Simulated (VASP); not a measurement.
Set up this calculation in VASP 6.6.1, as the native input.

```yaml
Task: single point
Functional: LDA
Potentials_or_basis: VASP PAW LDA potentials, release 64 (Hf_pv, Si)
Cutoff: 520 eV
k_mesh: 12 × 12 × 12
Occupations: fermi-dirac, width 0.08 eV
Spin: no spin polarisation
Dipole_correction: no
Further_INCAR_settings: ALGO = Normal; EDIFF = 1e-07; NBANDS = 14
```

The structure of HfSi (zincblende type) lies in POSCAR:

```
HfSi
1.0
    0.0000000000      2.1839016590      2.1839016590
    2.1839016590      0.0000000000      2.1839016590
    2.1839016590      2.1839016590      0.0000000000
Hf Si
1 1
Direct
    0.0000000000      0.0000000000      0.0000000000
    0.2500000000      0.2500000000      0.2500000000
```

This cell differs from its parent crystal: volume scaled by 0.4.

The input as run:

INCAR

```
ALGO = Normal ; EDIFF = 1E-7
ENCUT = 520 ; GGA = CA
ISIF = 2 ; ISMEAR = -1
LASPH = T ; LCHARG = F
LREAL = F ; LWAVE = F
NBANDS = 14 ; NELM = 100
PREC = Accurate ; SIGMA = 0.08
```

KPOINTS

```
k-points
0
Gamma
  12 12 12
```

Potentials or basis: VASP PAW LDA potentials, release 64 (Hf_pv, Si).

Launch:

```bash
$ cat potpaw_LDA.64/Hf_pv/POTCAR potpaw_LDA.64/Si/POTCAR > POTCAR
$ mpirun -np 1 vasp_std > vasp.out
```

It gave:

| Item | Value |
| --- | --- |
| Pressure | 299.8 GPa |
| Band gap on the k mesh | zero (band 7 reaches 14.96 eV, above the bottom of band 8 at 10.29 eV) |

Caveat: spin-orbit coupling is left out, which moves the levels of the heavy elements.

Run time: 19 s on 1 thread of AMD EPYC 7R13 Processor (Zen 3), with other jobs on the host, peak memory 0.11 GiB.
